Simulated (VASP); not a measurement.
# K in VASP: further runs

Runs on K. Level: PBE. Tasks: single point.

All numbers are computed with VASP 6.6.1; they aren't measurements. Logs are shortened: lines on timing, memory, paths and dates and some standing lists are left out, and cuts for length are marked.

## (1) The cell of the first run

The cell holds a sheet with vacuum, 2 atoms: a = 4.357 Å, b = 4.357 Å, c = 28.915 Å, α = 90.00°, β = 90.00°, γ = 90.00°.

The cell was generated, and may not be a known phase.

## (2) Single point, PBE

INCAR

```
SYSTEM = K
  PREC = Accurate
  ENCUT = 520
  EDIFF = 1E-6
  ISMEAR = 0
  SIGMA = 0.1
  LREAL = .FALSE.
  LASPH = .TRUE.
  NELM = 100
  ALGO = Fast
  ISIF = 2
  LWAVE = .FALSE.
  LCHARG = .FALSE.
  LDIPOL = .TRUE.
  IDIPOL = 3
  DIPOL = 0.5 0.5 0.277
  GGA = PE
  NBANDS = 16
```

KPOINTS

```
regular mesh
0
G
  4 4 1
  0 0 0
```

POSCAR

```
K
1.0
    4.3565976282      0.0000000000      0.0000000000
    0.0000000000      4.3565976282      0.0000000000
    0.0000000000      0.0000000000     28.9151524795
K
2
Direct
    0.5000000000      1.0000000000      0.2132664345
    1.0000000000      0.5000000000      0.3400766616
```

Potentials or basis: VASP PAW PBE potentials, release 64 (K_sv).

The run is started by

```console
cat potpaw_PBE.64/K_sv/POTCAR > POTCAR
mpirun -np 1 vasp_std > vasp.out
```

OUTCAR:

```text
SYSTEM = K
   PREC = Accurate
   ENCUT = 520
   EDIFF = 1E-6
   ISMEAR = 0
   LREAL = .FALSE.
   LASPH = .TRUE.
   NELM = 100
   ISIF = 2
   GGA = PE

 ion  position               nearest neighbor table
   1  0.500  0.000  0.213-
   2  0.000  0.500  0.340-

  LATTYP: Found a simple tetragonal cell.
 ALAT       =     4.3565976282
 C/A-ratio  =     6.6370950331

  Lattice vectors:

 A1 = (   4.3565976282,   0.0000000000,   0.0000000000)
 A2 = (   0.0000000000,   4.3565976282,   0.0000000000)
 A3 = (   0.0000000000,   0.0000000000,  28.9151524795)

Analysis of symmetry for initial positions (statically):
=====================================================================
 Subroutine PRICEL returns:
 Original cell was already a primitive cell.

 Routine SETGRP: Setting up the symmetry group for a
 simple tetragonal supercell.

 Subroutine GETGRP returns: Found 16 space group operations
 (whereof  4 operations were pure point group operations)
 out of a pool of 16 trial point group operations.

The static configuration has the point symmetry C_2v.
 The point group associated with its full space group is D_4h.

Analysis of symmetry for dynamics (positions and initial velocities):
=====================================================================
 Subroutine PRICEL returns:
 Original cell was already a primitive cell.

 Routine SETGRP: Setting up the symmetry group for a
 simple tetragonal supercell.

 Subroutine GETGRP returns: Found 16 space group operations
 (whereof  4 operations were pure point group operations)
 out of a pool of 16 trial point group operations.

The dynamic configuration has the point symmetry C_2v.
 The point group associated with its full space group is D_4h.

 Subroutine INISYM returns: Found 16 space group operations
 (whereof  4 operations are pure point group operations),
 and found     1 'primitive' translations

----------------------------------------------------------------------------------------

                                     Primitive cell

  volume of cell :     548.8079

  direct lattice vectors                    reciprocal lattice vectors
     4.356597628  0.000000000  0.000000000     0.229536920  0.000000000  0.000000000
     0.000000000  4.356597628  0.000000000     0.000000000  0.229536920  0.000000000
     0.000000000  0.000000000 28.915152480     0.000000000  0.000000000  0.034583944

  length of vectors
[... 69 lines left out ...]
   ISIF   =      2    stress and relaxation
   ISYM   =      2    0-nonsym 1-usesym 2-fastsym
   POTIM  = 0.5000    time-step for ionic-motion
   TEBEG  =    0.0;   TEEND  =   0.0 temperature during run
   PSTRESS=    0.0 pullay stress
   NELECT =      18.0000    total number of electrons
   NUPDOWN=      -1.0000    fix difference up-down
   EMIN   =  10.00;   EMAX   =-10.00  energy-range for DOS
   EFERMI =   0.00;   METHOD = LEGACY
   ISMEAR =     0;   SIGMA  =   0.10  broadening in eV -4-tet -1-fermi 0-gaus
   EFERMI_NEDOS =   21; number of points for ismear=-14 and -15
   IALGO  =     68    algorithm
   IMIX   =      4    mixing-type and parameters
     AMIX     =   0.40;   BMIX     =  1.00
     AMIX_MAG =   1.60;   BMIX_MAG =  1.00
  volume/ion in A,a.u.               =     274.40      1851.77
  Fermi-wavevector in a.u.,A,eV,Ry     =   0.524033  0.990279  3.736308  0.274611
  Thomas-Fermi vector in A             =   1.543595
   LORBIT       =      0    0 simple, 1 ext, 2 COOP (PROOUT), +10 PAW based schemes
   GGA     = PE    functional components
   LHFCALC =     F    Hartree Fock is set to
   AEXX    =    0.0000 exact exchange contribution
   IVDW    =     0    specifies the selected vdW correction
   LEPSILON=     F    determine dielectric tensor
   LRPA    =     F    only Hartree local field effects (RPA)
 non-spin polarized calculation
 RMM-DIIS sequential band-by-band and
 Gauss-broadening in eV      SIGMA  =   0.10
  energy-cutoff  :      520.00
  volume of cell :      548.81
 maximum number of plane-waves:     14880
   NGX = 17   NGY = 17   NGZ =107

 dipolmoment           0.000000      0.000000     -0.000027 electrons x Angstroem

 number of electron      18.0000005 magnetization

 dipolmoment           0.000000      0.000000      0.000007 electrons x Angstroem

 Free energy of the ion-electron system (eV)
  ---------------------------------------------------
  ext. energy  EPLUGINS =         0.00000000
  ---------------------------------------------------
  free energy    TOTEN  =        -1.77231294 eV

  energy without entropy =       -1.75529512  energy(sigma->0) =       -1.76380403

 E-fermi :  -1.6556     XC(G=0):  -1.9788

 val. band max:       -2.0424925912   @ k =   0.2500   0.0000   0.0000
 cond. band min:      -1.6487112380   @ k =   0.5000   0.0000   0.0000
 fundamental gap:      0.3937813532
 Fermi energy:        -1.6556223075

 k-point     1 :       0.0000    0.0000    0.0000
  band No.  band energies     occupation
      1     -34.1321      2.00000
      2     -34.1302      2.00000
      3     -17.6363      2.00000
      4     -17.6054      2.00000
      5     -17.5774      2.00000
      6     -17.5774      2.00000
[... 91 lines left out ...]
      3     -17.6459      2.00000
      4     -17.6459      2.00000
      5     -17.6331      2.00000
      6     -17.6331      2.00000
[... 8 lines left out ...]
     15       1.2172      0.00000
     16       1.2175      0.00000

------------------------ aborting loop because EDIFF is reached ----------------------------------------

 vacuum level on the upper side and lower side of the slab       (xc-potential included)        -0.006        -0.006

  FORCE on cell =-STRESS in cart. coord.  units (eV):
  Direction    XX          YY          ZZ          XY          YZ          ZX
  --------------------------------------------------------------------------------------
  -------------------------------------------------------------------------------------
  Total        0.0778230      0.0778230      0.0311298      0.0000000      0.0000000      0.0000000
  in kB        0.2271946      0.2271946      0.0908795      0.0000000      0.0000000      0.0000000
  external PRESSURE =       0.1817562 kB  Pullay stress =       0.0000000 kB

 VOLUME and BASIS-vectors are now :
 -----------------------------------------------------------------------------
  energy-cutoff  :      520.00
  volume of cell :      548.81
      direct lattice vectors                 reciprocal lattice vectors
     4.356597628  0.000000000  0.000000000     0.229536920  0.000000000  0.000000000
     0.000000000  4.356597628  0.000000000     0.000000000  0.229536920  0.000000000
     0.000000000  0.000000000 28.915152480     0.000000000  0.000000000  0.034583944

 POSITION                                       TOTAL-FORCE (eV/Angst)
 -----------------------------------------------------------------------------------
      2.17830      0.00000      6.16663         0.000000      0.000000     -0.009923
      0.00000      2.17830      9.83337        -0.000000      0.000000      0.009923
 -----------------------------------------------------------------------------------
    total drift:                                0.000000      0.000000      0.000039

  FREE ENERGIE OF THE ION-ELECTRON SYSTEM (eV)
  ---------------------------------------------------
  free  energy   TOTEN  =        -1.7723129393 eV

  energy  without entropy=       -1.7552951234  energy(sigma->0) =       -1.76380403

 vacuum level on the upper side and lower side of the slab         0.694         0.694
```

stdout:

```text
POSCAR found type information on POSCAR K
 POSCAR found :  1 types and       2 ions
 scaLAPACK will be used
 LDA part: xc-table for (Slater+PW92), standard interpolation
 POSCAR, INCAR and KPOINTS ok, starting setup
 FFT: planning ... GRIDC
 FFT: planning ... GRID_SOFT
 FFT: planning ... GRID
 WAVECAR not read
 entering main loop
```

It took 90 s on 1 thread of Oxide Virtual Turin-like, shared host; peak memory 0.43 GiB.

What came out:

| Property | Result |
| --- | --- |
| Free energy | -1.7723 eV |
| Largest force | 0.010 eV/Å |
| Band gap on the k mesh | zero (bands 9 and 10 overlap by 2.10 eV) |

Forces in eV/Å, atoms in the order of the input:
```
K    0.000  0.000 -0.010
K    0.000  0.000  0.010
```

Caveat: the k points lie up to 0.36 Å⁻¹ apart, too coarse for converged energies and pressures of a metal.

## (3) Single point, PBE

This run uses another cell than the first one.

INCAR

```
SYSTEM = K
ALGO = Fast
DIPOL = 0.5 0.5 0.257
EDIFF = 1E-7
ENCUT = 520
GGA = PE
IDIPOL = 3
ISIF = 2
ISMEAR = 0
LASPH = .TRUE.
LCHARG = .FALSE.
LDIPOL = .TRUE.
LREAL = .FALSE.
LWAVE = .FALSE.
NBANDS = 16
NELM = 100
PREC = Accurate
SIGMA = 0.1
```

KPOINTS

```
k-points
0
G
  12 12 1
  0 0 0
```

POSCAR

```
K
1.0
    4.4288658613      0.0000000000      0.0000000000
    0.0000000000      4.4288658613      0.0000000000
    0.0000000000      0.0000000000     31.1334741051
K
2
Direct
    0.5000000000      1.0000000000      0.2000762247
    1.0000000000      0.5000000000      0.3138400811
```

Potentials or basis: VASP PAW PBE potentials, release 64 (K_sv).

The run is started by

```console
cat potpaw_PBE.64/K_sv/POTCAR > POTCAR
mpirun -np 1 vasp_std > vasp.out
```

Wall time 13 min (1 thread of Oxide Virtual Turin-like, shared host); peak memory 0.71 GiB.

Results (log left out):

* Free energy: -1.8118 eV
* Largest force: 0.004 eV/Å
* Band gap on the k mesh: zero (bands 9 and 10 overlap by 2.04 eV)

Forces on the atoms (eV/Å):
```
K    0.000  0.000 -0.004
K    0.000  0.000  0.004
```

Levels at points of the mesh, in eV from the Fermi level:
```
           k point  band 7  band 8  band 9  band 10  band 11  band 12
(0.00, 0.00, 0.00)  -15.77  -15.77   -1.86    -0.73     0.68     1.55
(0.50, 0.00, 0.00)  -15.77  -15.77    0.12     0.12     1.18     1.18
(0.50, 0.50, 0.00)  -15.81  -15.81    1.31     1.31     1.86     1.86
```

## (4) Single point, PBE

This run uses another cell than the first one.

INCAR

```
PREC     = Accurate       # precision mode
ENCUT    = 520            # plane-wave cutoff, eV
EDIFF    = 1E-7           # SCF threshold, eV
ISMEAR   = 0              # smearing method
SIGMA    = 0.1            # smearing width, eV
LREAL    = F              # projectors in reciprocal space
LASPH    = T              # aspherical terms in the spheres
NELM     = 80             # most SCF steps
ALGO     = Fast           # electronic algorithm
ISIF     = 2              # what is computed and relaxed
LWAVE    = F              # write WAVECAR
LCHARG   = F              # write CHGCAR
LDIPOL   = T            
IDIPOL   = 3            
DIPOL    = 0.5 0.5 0.257
GGA      = PE             # functional
NBANDS   = 16             # bands
```

KPOINTS

```
regular mesh
0
Gamma
  12 12 1
```

POSCAR is that of step 3.

The run is started by

```console
cat potpaw_PBE.64/K_sv/POTCAR > POTCAR
mpirun -np 1 vasp_std > vasp.out
```

Run time: 15 min. Hardware: 1 thread of Oxide Virtual Turin-like, shared host; peak memory 0.72 GiB.

The run converged. Its results:

```
Free energy            : -1.8118 eV
Largest force          : 0.004 eV/Å
Band gap on the k mesh : zero (bands 9 and 10 overlap by 2.04 eV)
```

Forces in eV/Å, atoms in the order of the input:
```
K    0.000  0.000 -0.004
K    0.000  0.000  0.004
```

Levels at points of the mesh, in eV from the Fermi level:
| k point | band 5 | band 6 | band 7 | band 8 | band 9 | band 10 | band 11 | band 12 | band 13 | band 14 |
| --- | --- | --- | --- | --- | --- | --- | --- | --- | --- | --- |
| (0.00, 0.00, 0.00) | -15.78 | -15.78 | -15.77 | -15.77 | -1.86 | -0.73 | 0.68 | 1.55 | 2.29 | 2.58 |
| (0.50, 0.00, 0.00) | -15.81 | -15.81 | -15.77 | -15.77 | 0.12 | 0.12 | 1.18 | 1.18 | 2.13 | 2.13 |
| (0.50, 0.50, 0.00) | -15.82 | -15.82 | -15.81 | -15.81 | 1.31 | 1.31 | 1.86 | 1.86 | 2.84 | 2.84 |

## (5) Single point, PBE

INCAR

```
ALGO = Fast ; DIPOL = 0.5 0.5 0.277
EDIFF = 1E-7 ; ENCUT = 520
GGA = PE ; IDIPOL = 3
ISIF = 2 ; ISMEAR = 0
LASPH = True ; LCHARG = False
LDIPOL = True ; LREAL = False
LWAVE = False ; NBANDS = 16
NELM = 60 ; PREC = Accurate
SIGMA = 0.1
```

KPOINTS

```
k-points
0
Gamma
  14 14 1
```

POSCAR

```
K
1.0
    4.3565976282      0.0000000000      0.0000000000
    0.0000000000      4.3565976282      0.0000000000
    0.0000000000      0.0000000000     28.9151524795
K
2
Direct
    0.5000000000      1.0000000000      0.2132664345
    1.0000000000      0.5000000000      0.3400766616
```

The run is started by

```console
cat potpaw_PBE.64/K_sv/POTCAR > POTCAR
mpirun -np 1 vasp_std > vasp.out
```

Run time: 13 min. Hardware: 1 thread of Oxide Virtual Turin-like, shared host; peak memory 0.58 GiB.

Results (log left out):

```
Free energy            : -1.8084 eV
Largest force          : 0.018 eV/Å
Band gap on the k mesh : zero (bands 9 and 10 overlap by 2.13 eV)
```

Forces in eV/Å, atoms in the order of the input:
```
K    0.000  0.000  0.018
K    0.000  0.000 -0.018
```

Levels at points of the mesh, in eV from the Fermi level:
```
           k point  band 6  band 7  band 8  band 9  band 10  band 11  band 12  band 13
(0.00, 0.00, 0.00)  -15.76  -15.75  -15.75   -1.87    -0.78     0.63     1.53     2.28
(0.50, 0.00, 0.00)  -15.79  -15.75  -15.75    0.19     0.19     1.19     1.19     2.11
(0.50, 0.50, 0.00)  -15.81  -15.78  -15.78    1.34     1.34     1.98     1.98     2.93
```

## (6) Overview

```tsv
cell	k mesh	further INCAR settings	gap on the mesh (eV)	largest force (eV/Å)
a = 4.357, b = 4.357, c = 28.915 Å, 2 atoms, atomic positions A	4 × 4 × 1	ALGO = Fast; EDIFF = 1e-06; NBANDS = 16	none	0.01
a = 4.429, b = 4.429, c = 31.133 Å, 2 atoms, atomic positions B	12 × 12 × 1	ALGO = Fast; EDIFF = 1e-07; NBANDS = 16	none	-
a = 4.357, b = 4.357, c = 28.915 Å, 2 atoms, atomic positions A	14 × 14 × 1	ALGO = Fast; EDIFF = 1e-07; NBANDS = 16	none	0.02
```

Alike in all rows: task single point; level PBE; potentials or basis VASP PAW PBE potentials, release 64 (K_sv); no spin polarisation; cutoff (eV) 520; smearing gaussian 0.1 eV.

Caveats: some runs use coarse meshes.

Total energies depend on the potentials used, so only differences within one code and one set of settings carry meaning.

The gap in the log of VASP goes by the Fermi energy; the results here count the filled bands.